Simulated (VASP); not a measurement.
# Sn (Im-3m) in VASP: further runs

The runs below take Sn through relaxation of cell and atoms, single point, with r2SCAN, HSE06, PBE0.

Program: VASP 6.6.1. These are calculated values, not measurements. Logs are shortened: lines on timing, memory, paths and dates and some standing lists are left out, and cuts for length are marked.

### Step 1. The cell of the first run

It takes space group Im-3m (No. 229, cubic). Conventional cell: a = 3.789 Å, b = 3.789 Å, c = 3.789 Å, α = 90.00°, β = 90.00°, γ = 90.00°. Within 4.3 Å of Sn (site symmetry m-3m) lie 14 Sn at 3.28 to 3.79 Å.

### Step 2. Relaxation of cell and atoms, r2SCAN, target pressure 20 GPa, at which the enthalpy is minimised

POSCAR reads:

```
Sn
1.0
   -1.8946518192      1.8946518192      1.8946518192
    1.8946518192     -1.8946518192      1.8946518192
    1.8946518192      1.8946518192     -1.8946518192
Sn
1
Direct
    0.0000000000      0.0000000000      0.0000000000
```

INCAR.step1 reads:

```
ALGO     = Normal         # electronic algorithm
EDIFF    = 1E-4           # SCF threshold, eV
ENCUT    = 600            # plane-wave cutoff, eV
GGA      = PE             # functional
ISMEAR   = -1             # smearing method
LASPH    = T              # aspherical terms in the spheres
LCHARG   = F              # write CHGCAR
LREAL    = F              # projectors in reciprocal space
LWAVE    = T              # write WAVECAR
NELM     = 80             # most SCF steps
PREC     = Accurate       # precision mode
SIGMA    = 0.05           # smearing width, eV
```

INCAR.step2 reads:

```
ALGO     = Normal         # electronic algorithm
EDIFF    = 1E-6           # SCF threshold, eV
EDIFFG   = -0.01          # ionic threshold
ENCUT    = 600            # plane-wave cutoff, eV
IBRION   = 2              # ionic algorithm
ISIF     = 3              # what is computed and relaxed
ISMEAR   = -1             # smearing method
ISTART   = 1            
LASPH    = T              # aspherical terms in the spheres
LCHARG   = F              # write CHGCAR
LMIXTAU  = T            
LREAL    = F              # projectors in reciprocal space
LWAVE    = F              # write WAVECAR
METAGGA  = R2SCAN         # meta-GGA
NELM     = 80             # most SCF steps
NSW      = 60             # ionic steps
PREC     = Accurate       # precision mode
PSTRESS  = 200.0        
SIGMA    = 0.05           # smearing width, eV
```

KPOINTS reads:

```
k-points
0
Gamma
  10 10 10
```

Potentials or basis: VASP PAW PBE potentials, release 64 (Sn_d).

Launch:

```console
$ cat potpaw_PBE.64/Sn_d/POTCAR > POTCAR
$ cp INCAR.step1 INCAR
$ mpirun -np 1 vasp_std > vasp.out
$ cp INCAR.step2 INCAR
$ mpirun -np 1 vasp_std > vasp.out
```

OUTCAR:

```text
EDIFF = 1E-6
   EDIFFG = -0.01
   ENCUT = 600
   IBRION = 2
   ISIF = 3
   ISMEAR = -1
   ISTART = 1
   LASPH = T
   LREAL = F
   METAGGA = R2SCAN
   NELM = 80
   NSW = 60
   PREC = Accurate
   PSTRESS = 200.0

 ion  position               nearest neighbor table
   1  0.000  0.000  0.000-

  LATTYP: Found a body centered cubic cell.
 ALAT       =     3.7893036384

  Lattice vectors:

 A1 = (  -1.8946518192,   1.8946518192,   1.8946518192)
 A2 = (   1.8946518192,  -1.8946518192,   1.8946518192)
 A3 = (   1.8946518192,   1.8946518192,  -1.8946518192)

Analysis of symmetry for initial positions (statically):
=====================================================================
 Subroutine PRICEL returns:
 Original cell was already a primitive cell.

 Routine SETGRP: Setting up the symmetry group for a
 body centered cubic supercell.

 Subroutine GETGRP returns: Found 48 space group operations
[... 9 lines left out ...]

 Routine SETGRP: Setting up the symmetry group for a
 body centered cubic supercell.

 Subroutine GETGRP returns: Found 48 space group operations
[... 11 lines left out ...]
                                     Primitive cell

  volume of cell :      27.2050

  direct lattice vectors                    reciprocal lattice vectors
    -1.894651819  1.894651819  1.894651819     0.000000000  0.263900731  0.263900731
     1.894651819 -1.894651819  1.894651819     0.263900731  0.000000000  0.263900731
     1.894651819  1.894651819 -1.894651819     0.263900731  0.263900731  0.000000000

  length of vectors
     3.281633214  3.281633214  3.281633214     0.373211993  0.373211993  0.373211993

  position of ions in fractional coordinates (direct lattice)
     0.000000000  0.000000000  0.000000000

  ion indices of the primitive-cell ions
   primitive index   ion index
                 1           1

----------------------------------------------------------------------------------------

 KPOINTS: k-points

Automatic generation of k-mesh.
 Grid dimensions read from file:
 generate k-points for:   10   10   10

 Generating k-lattice:

  Cartesian coordinates                     Fractional coordinates (reciprocal lattice)
     0.000000000  0.026390073  0.026390073     0.100000000  0.000000000  0.000000000
     0.026390073  0.000000000  0.026390073     0.000000000  0.100000000  0.000000000
     0.026390073  0.026390073  0.000000000     0.000000000  0.000000000  0.100000000

  Length of vectors
     0.037321199  0.037321199  0.037321199

  Shift w.r.t. Gamma in fractional coordinates (k-lattice)
     0.000000000  0.000000000  0.000000000

 Subroutine IBZKPT returns following result:
 ===========================================

 Found     47 irreducible k-points:

 Following reciprocal coordinates:
            Coordinates               Weight
  0.000000  0.000000  0.000000      1.000000
  0.100000  0.000000  0.000000     12.000000
  0.200000  0.000000  0.000000     12.000000
  0.300000  0.000000  0.000000     12.000000
  0.400000  0.000000  0.000000     12.000000
  0.500000  0.000000  0.000000      6.000000
[... 16 lines left out ...]
  0.300000  0.300000  0.100000      8.000000
 -0.300000  0.300000  0.100000     24.000000
 [... further k-points ...]
   k-points           NKPTS =     47   k-points in BZ     NKDIM =     47   number of bands    NBANDS=     11
   number of dos      NEDOS =    301   number of ions     NIONS =      1
   total plane-waves  NPLWV =  21952
   dimension x,y,z NGX =    28 NGY =   28 NGZ =   28
   dimension x,y,z NGXF=    56 NGYF=   56 NGZF=   56
   ions per type =               1
   NGX,Y,Z   is equivalent  to a cutoff of  14.18, 14.18, 14.18 a.u.
   NGXF,Y,Z  is equivalent  to a cutoff of  28.37, 28.37, 28.37 a.u.
 SYSTEM =  unknown system
   PREC   = accura    normal or accurate (medium, high low for compatibility)
   ISTART =      1    job   : 0-new  1-cont  2-samecut
   ICHARG =      0    charge: 1-file 2-atom 10-const
   ISPIN  =      1    spin polarized calculation?
   LNONCOLLINEAR =      F non collinear calculations
   LSORBIT =      F    spin-orbit coupling
   LASPH  =      T    aspherical Exc in radial PAW
   ENCUT  =  600.0 eV  44.10 Ry    6.64 a.u.   6.55  6.55  6.55*2*pi/ulx,y,z
   NELM   =     80;   NELMIN=  2; NELMDL=  0     # of ELM steps
   EDIFF  = 0.1E-05   stopping-criterion for ELM
   LREAL  =      F    real-space projection
   EDIFFG = -.1E-01   stopping-criterion for IOM
   NSW    =     60    number of steps for IOM
   IBRION =      2    ionic relax: 0-MD 1-quasi-New 2-CG
   NFREE  =      1    steps in history (QN), initial steepest desc. (CG)
   ISIF   =      3    stress and relaxation
   ISYM   =      2    0-nonsym 1-usesym 2-fastsym
   POTIM  = 0.5000    time-step for ionic-motion
   TEBEG  =    0.0;   TEEND  =   0.0 temperature during run
   PSTRESS=  200.0 pullay stress
   NELECT =      14.0000    total number of electrons
   NUPDOWN=      -1.0000    fix difference up-down
   EMIN   =  10.00;   EMAX   =-10.00  energy-range for DOS
[... 5 lines left out ...]
     AMIX     =   0.40;   BMIX     =  1.00
     AMIX_MAG =   1.60;   BMIX_MAG =  1.00
  volume/ion in A,a.u.               =      27.20       183.59
  Fermi-wavevector in a.u.,A,eV,Ry     =   1.311902  2.479136 23.416813  1.721087
  Thomas-Fermi vector in A             =   2.442332
   LORBIT       =      0    0 simple, 1 ext, 2 COOP (PROOUT), +10 PAW based schemes
   METAGGA = R2SCAN    functional components
   LHFCALC =     F    Hartree Fock is set to
   AEXX    =    0.0000 exact exchange contribution
   IVDW    =     0    specifies the selected vdW correction
   LEPSILON=     F    determine dielectric tensor
   LRPA    =     F    only Hartree local field effects (RPA)
 conjugate gradient relaxation of ions
 non-spin polarized calculation
  energy-cutoff  :      600.00
  volume of cell :       27.20
 maximum number of plane-waves:       935
 NGX is ok and might be reduce to    28
   NGX = 13   NGY = 13   NGZ = 13

--------------------------------------- Ionic step        1  -------------------------------------------

 number of electron      13.9999996 magnetization

 Free energy of the ion-electron system (eV)
  ---------------------------------------------------
  ext. energy  EPLUGINS =         0.00000000
  ---------------------------------------------------
  free energy    TOTEN  =       -24.49152488 eV

  energy without entropy =      -24.48537525  energy(sigma->0) =      -24.48845007

 E-fermi :   8.0007     XC(G=0): -11.2579

 val. band max:        7.9538234552   @ k =   0.2000   0.2000   0.0000
 cond. band min:       8.0271134965   @ k =   0.2000   0.2000   0.2000
 fundamental gap:      0.0732900413
 Fermi energy:         8.0006760749

 k-point     1 :       0.0000    0.0000    0.0000
  band No.  band energies     occupation
      1     -14.2544      2.00000
      2     -14.2544      2.00000
      3     -14.2544      2.00000
      4     -14.1022      2.00000
      5     -14.1022      2.00000
      6      -3.6241      2.00000
      7      16.4451      0.00000
      8      16.4452      0.00000
      9      16.4452      0.00000
     10      20.9308      0.00000
     11      20.9308      0.00000

 k-point     2 :       0.1000    0.0000    0.0000
  band No.  band energies     occupation
      1     -14.2592      2.00000
      2     -14.2476      2.00000
      3     -14.2319      2.00000
      4     -14.1075      2.00000
      5     -14.1030      2.00000
      6      -3.3934      2.00000
      7      14.6245      0.00000
      8      15.5789      0.00000
      9      16.1596      0.00000
     10      19.2337      0.00000
     11      19.4467      0.00000

 k-point     3 :       0.2000    0.0000    0.0000
  band No.  band energies     occupation
      1     -14.2717      2.00000
      2     -14.2332      2.00000
      3     -14.1724      2.00000
      4     -14.1186      2.00000
      5     -14.1050      2.00000
      6      -2.7000      2.00000
      7      11.3152      0.00000
      8      14.1054      0.00000
      9      15.4252      0.00000
     10      18.0286      0.00000
     11      18.2034      0.00000
[... 418 lines left out ...]
 VOLUME and BASIS-vectors are now :
 -----------------------------------------------------------------------------
  energy-cutoff  :      600.00
  volume of cell :       21.63
      direct lattice vectors                 reciprocal lattice vectors
    -1.755171054  1.755171054  1.755171054     0.000000000  0.284872519  0.284872519
     1.755171054 -1.755171054  1.755171054     0.284872519  0.000000000  0.284872519
     1.755171054  1.755171054 -1.755171054     0.284872519  0.284872519  0.000000000

 POSITION                                       TOTAL-FORCE (eV/Angst)
 -----------------------------------------------------------------------------------
      0.00000      0.00000      0.00000        -0.000000      0.000000     -0.000000
 -----------------------------------------------------------------------------------
    total drift:                               -0.000000     -0.000000     -0.000000

  FREE ENERGIE OF THE ION-ELECTRON SYSTEM (eV)
  ---------------------------------------------------
  free  energy   TOTEN  =       -24.2470387110 eV

  energy  without entropy=      -24.2451267195  energy(sigma->0) =      -24.24608272

  enthalpy is  TOTEN    =       -21.5472004442 eV   P V=        2.6998382668

--------------------------------------- Ionic step        5  -------------------------------------------

 number of electron      13.9999997 magnetization

 Free energy of the ion-electron system (eV)
  ---------------------------------------------------
  ext. energy  EPLUGINS =         0.00000000
  ---------------------------------------------------
  free energy    TOTEN  =       -24.22959844 eV

  energy without entropy =      -24.22770710  energy(sigma->0) =      -24.22865277

 E-fermi :  11.2694     XC(G=0): -12.6012

 val. band max:       11.0220676375   @ k =  -0.4000   0.4000   0.4000
 cond. band min:      11.2786075292   @ k =   0.4000   0.2000  -0.0000
 fundamental gap:      0.2565398917
 Fermi energy:        11.2693983014

 k-point     1 :       0.0000    0.0000    0.0000
  band No.  band energies     occupation
      1     -11.2855      2.00000
      2     -11.2855      2.00000
      3     -11.2855      2.00000
      4     -10.9867      2.00000
      5     -10.9867      2.00000
      6      -2.4389      2.00000
      7      22.3142      0.00000
      8      22.3142      0.00000
      9      22.3142      0.00000
     10      24.4775      0.00000
     11      24.4775      0.00000

 k-point     2 :       0.1000    0.0000    0.0000
  band No.  band energies     occupation
      1     -11.2961      2.00000
      2     -11.2740      2.00000
      3     -11.2418      2.00000
      4     -10.9980      2.00000
      5     -10.9877      2.00000
      6      -2.1592      2.00000
      7      19.7259      0.00000
      8      21.0160      0.00000
      9      21.6771      0.00000
     10      23.3550      0.00000
     11      23.5091      0.00000

 k-point     3 :       0.2000    0.0000    0.0000
  band No.  band energies     occupation
      1     -11.3236      2.00000
      2     -11.2535      2.00000
      3     -11.1258      2.00000
      4     -11.0208      2.00000
      5     -10.9901      2.00000
      6      -1.3129      2.00000
      7      15.5095      0.00000
      8      19.0265      0.00000
      9      20.2640      0.00000
     10      22.3198      0.00000
     11      22.4736      0.00000
[... 307 lines left out ...]
 VOLUME and BASIS-vectors are now :
 -----------------------------------------------------------------------------
  energy-cutoff  :      600.00
  volume of cell :       21.49
      direct lattice vectors                 reciprocal lattice vectors
    -1.751299846  1.751299846  1.751299846     0.000000000  0.285502223  0.285502223
     1.751299846 -1.751299846  1.751299846     0.285502223  0.000000000  0.285502223
     1.751299846  1.751299846 -1.751299846     0.285502223  0.285502223  0.000000000

 POSITION                                       TOTAL-FORCE (eV/Angst)
 -----------------------------------------------------------------------------------
      0.00000      0.00000      0.00000        -0.000000      0.000000     -0.000000
 -----------------------------------------------------------------------------------
    total drift:                               -0.000000     -0.000000     -0.000000

  FREE ENERGIE OF THE ION-ELECTRON SYSTEM (eV)
  ---------------------------------------------------
  free  energy   TOTEN  =       -24.2295984374 eV

  energy  without entropy=      -24.2277070962  energy(sigma->0) =      -24.22865277

  enthalpy is  TOTEN    =       -21.5475851012 eV   P V=        2.6820133362

 reached required accuracy - stopping structural energy minimisation
```

Wall time 3.9 min (1 thread of Intel Xeon 6975P-C, shared host); peak memory 0.19 GiB.

Results:

```
Free energy                                            : -24.2296 eV
Relaxed volume                                         : 21.49 Å³/atom
Relaxed cell                                           : a = 3.033 Å, b = 3.033 Å, c = 3.033 Å, α = 109.47°, β = 109.47°, γ = 109.47°
Space group after relaxing (to 0.05 Å)                 : Im-3m (No. 229)
Energy change on relaxing (the enthalpy is what falls) : +261.9 meV/atom
Ionic steps                                            : 5
Pressure after relaxing                                : 20.0 GPa
Band gap on the k mesh                                 : zero (band 7 reaches 22.31 eV, above the bottom of band 8 at 7.98 eV)
```

The path:
| step | energy change (eV) | largest force (eV/Å) | pressure (GPa) | volume (Å³) |
| --- | --- | --- | --- | --- |
| 1 | 0.0000 | 0.0000 | -0.70 | 27.20 |
| 2 | 2.2345 | 0.0000 | 108.45 | 15.58 |
| 3 | 0.2120 | 0.0000 | 17.34 | 21.91 |
| 4 | 0.2445 | 0.0000 | 19.09 | 21.63 |
| 5 | 0.2619 | 0.0000 | 20.03 | 21.49 |

Final structure:
```cif
data_structure
_symmetry_space_group_name_H-M 'P 1'
_symmetry_Int_Tables_number 1
_cell_length_a 3.0333
_cell_length_b 3.0333
_cell_length_c 3.0333
_cell_angle_alpha 109.471
_cell_angle_beta 109.471
_cell_angle_gamma 109.471
_cell_volume 21.49
loop_
_atom_site_label
_atom_site_type_symbol
_atom_site_fract_x
_atom_site_fract_y
_atom_site_fract_z
_atom_site_occupancy
Sn1 Sn 0.00000 0.00000 0.00000 1
```

Caveat: the cell is relaxed towards a set pressure, so the enthalpy falls and the energy may rise; the volume moved by over 15 % at a fixed basis, so the end points are rough; the PAW data sets were made with another functional, which shifts forces and pressure a little; spin-orbit coupling is left out, which moves the levels of the heavy elements.

(Continued in part 2 of 2.)
